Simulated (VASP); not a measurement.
**Rh: relaxation of cell and atoms with PBE**

The system is Rh.

```
Rh
1.0
    -1.50926    1.50926    1.50926
     1.50926   -1.50926    1.50926
     1.50926    1.50926   -1.50926
Rh
1
Direct
  0.00000 0.00000 0.00000
```

```yaml
Program: VASP 6.6.1
Task: relaxation of cell and atoms
Functional: PBE
Potentials_or_basis: VASP PAW PBE potentials, release 64 (Rh_pv)
Cutoff: 500 eV
k_mesh: 15 × 15 × 15
Occupations: fermi-dirac, width 0.1 eV
Spin: no spin polarisation
Dipole_correction: no
Further_INCAR_settings: ALGO = Normal; EDIFF = 1e-07; IBRION = 2; EDIFFG = -0.01; NSW = 80; ISIF = 3
```

```yaml
Relaxed_volume: 14.51 Å³/atom
Relaxed_cell: a = 2.661 Å, b = 2.661 Å, c = 2.661 Å, α = 109.47°, β = 109.47°, γ = 109.47°
Space_group_after_relaxing_to_0.05_Å: Im-3m (No. 229)
Energy_gained_by_relaxing: 31.5 meV/atom
Ionic_steps: 4
Pressure_after_relaxing: 0.0 GPa
```

The path:
```tsv
step	energy change (eV)	largest force (eV/Å)	pressure (GPa)	volume (Å³)
1	0.0000	0.0000	14.14	13.75
2	0.0964	0.0000	-20.12	16.31
3	-0.0315	0.0000	-0.51	14.54
4	-0.0315	0.0000	-0.04	14.51
```

Final structure:
```
CELL_PARAMETERS angstrom
-1.53647 1.53647 1.53647
1.53647 -1.53647 1.53647
1.53647 1.53647 -1.53647
ATOMIC_POSITIONS crystal
Rh 0.00000 0.00000 0.00000
```

Levels at points of the mesh, in eV from the Fermi level:
| k point | band 5 | band 6 | band 7 | band 8 | band 9 | band 10 | band 11 |
| --- | --- | --- | --- | --- | --- | --- | --- |
| (0.00, 0.00, 0.00) | -2.76 | -2.76 | -2.76 | -0.44 | -0.44 | 18.41 | 18.41 |

It took 78 s on 1 thread of Intel Xeon 8259CL, with other jobs on the host, peak memory 0.14 GiB.
